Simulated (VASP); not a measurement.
## CuO: relaxation of cell and atoms with PBE

The system is CuO.

```
Cu O
1.0
     2.94553    0.00000    0.00000
     0.00000    2.94553    0.00000
     0.00000    0.00000    5.15671
Cu O
2 2
Cartesian
  1.4728 0.0000 2.5784
  0.0000 1.4728 0.0000
  0.0000 0.0000 1.2892
  0.0000 0.0000 3.8675
```

```
Program                : VASP 6.6.1
Task                   : relaxation of cell and atoms
Functional             : PBE
Potentials or basis    : VASP PAW PBE potentials, release 64 (Cu, O)
Cutoff                 : 600 eV
k mesh                 : 16 × 16 × 10
Occupations            : gaussian, width 0.1 eV
Spin                   : no spin polarisation
Dipole correction      : no
Further INCAR settings : ALGO = Fast; EDIFF = 1e-06; IBRION = 2; EDIFFG = -0.01; NSW = 100; ISIF = 3
```

* Relaxed volume: 11.23 Å³/atom
* Relaxed cell: a = 2.949 Å, b = 2.949 Å, c = 5.164 Å, α = 90.00°, β = 90.00°, γ = 90.00°
* Space group after relaxing (to 0.1 Å): P4_2/mmc (No. 131)
* Energy gained by relaxing: 0.1 meV/atom
* Ionic steps: 8
* Pressure after relaxing: 0.0 GPa
* Band gap on the k mesh: zero (bands 17 and 18 overlap by 1.18 eV)

Stress tensor (GPa, compression positive):
```
 0.09  0.00  0.00
 0.00  0.09  0.00
 0.00  0.00 -0.05
```

Step by step:
| step | energy change (eV) | largest force (eV/Å) | pressure (GPa) | volume (Å³) |
| --- | --- | --- | --- | --- |
| 1 | 0.0000 | 0.0000 | 0.75 | 44.74 |
| 2 | -0.0002 | 0.0000 | -0.57 | 45.08 |
| 3 | -0.0004 | 0.0000 | -0.08 | 44.93 |
| 4 | -0.0004 | 0.0000 | -0.17 | 44.91 |
| 5 | -0.0003 | 0.0000 | 0.45 | 44.83 |
| 6 | -0.0004 | 0.0000 | 0.19 | 44.89 |
| 7 | -0.0004 | 0.0000 | 0.28 | 44.90 |
| 8 | -0.0004 | 0.0000 | 0.04 | 44.91 |

Final structure:
```yaml
crystal:
  lattice:
    - [2.94900, 0.00000, 0.00000]
    - [0.00000, 2.94900, 0.00000]
    - [0.00000, 0.00000, 5.16358]
  atoms:
    - { symbol: Cu, position: [0.50000, 0.00000, 0.50000] }
    - { symbol: Cu, position: [0.00000, 0.50000, 0.00000] }
    - { symbol: O, position: [0.00000, 0.00000, 0.25000] }
    - { symbol: O, position: [0.00000, 0.00000, 0.75000] }
```

Levels at points of the mesh, in eV from the Fermi level:
```
           k point  band 13  band 14  band 15  band 16  band 17  band 18  band 19  band 20  band 21
(0.00, 0.00, 0.00)    -2.38    -2.36    -2.27    -1.90     0.65     0.65     1.37     6.08     7.23
(0.50, 0.00, 0.00)    -2.26    -1.88    -1.57    -1.49     0.20     0.45     3.74     5.81     6.40
(0.50, 0.50, 0.00)    -2.33    -2.33    -1.61    -1.20    -1.20     1.10     2.18     7.19     9.75
(0.00, 0.00, 0.50)    -2.26    -2.26    -1.54    -1.54     0.10     0.10     3.44     3.44    11.57
(0.50, 0.00, 0.50)    -2.37    -2.33    -2.01    -1.82    -0.19     0.66     4.33     5.83     8.25
(0.50, 0.50, 0.50)    -1.89    -1.89    -1.42    -1.42    -0.52    -0.52     4.02     4.02    10.34
```

It took 25 min on 1 thread of Oxide Virtual Turin-like Processor, on a shared host, peak memory 0.35 GiB.

Caveat: semilocal functionals often make such compounds metallic where correlation or magnetic order opens a gap, which also shifts bond lengths. With open d or f shells a metallic result of PBE can be an artefact of self-interaction; +U or a hybrid may open a gap.
